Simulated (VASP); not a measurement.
P, 1 atom in the cell. The structure is cubic, space group Im-3m (No. 229). Conventional cell: a = 2.481 Å, b = 2.481 Å, c = 2.481 Å, α = 90.00°, β = 90.00°, γ = 90.00°. Within 2.8 Å of P (site symmetry m-3m) lie 14 P at 2.15 to 2.48 Å. This isn't the form of P at room conditions, which is orthorhombic.

| Item | Value |
| --- | --- |
| Program | VASP 6.6.1 |
| Task | single point |
| Functional | PBEsol |
| Dispersion | D4 |
| Potentials or basis | VASP PAW PBE potentials, release 64 (P) |
| Cutoff | 500 eV |
| k mesh | 24 × 24 × 24 |
| Occupations | gaussian, width 0.1 eV |
| Spin | no spin polarisation |
| Dipole correction | no |
| Further INCAR settings | ALGO = Normal; EDIFF = 1e-06; NBANDS = 8 |

Potentials or basis: VASP PAW PBE potentials, release 64 (P).

Command:

```sh
$ cat potpaw_PBE.64/P/POTCAR > POTCAR
$ mpirun -np 1 vasp_std > vasp.out
```

Hardware: 1 thread of Intel(R) Xeon(R) 6975P-C (Granite Rapids), with other jobs on the host.

Problem. How long does it take, and how much memory?

Solution. Wall time 4.9 s on 1 thread of Intel(R) Xeon(R) 6975P-C (Granite Rapids), with other jobs on the host, peak memory 0.12 GiB. Counts: scf iterations 9, k points 413.
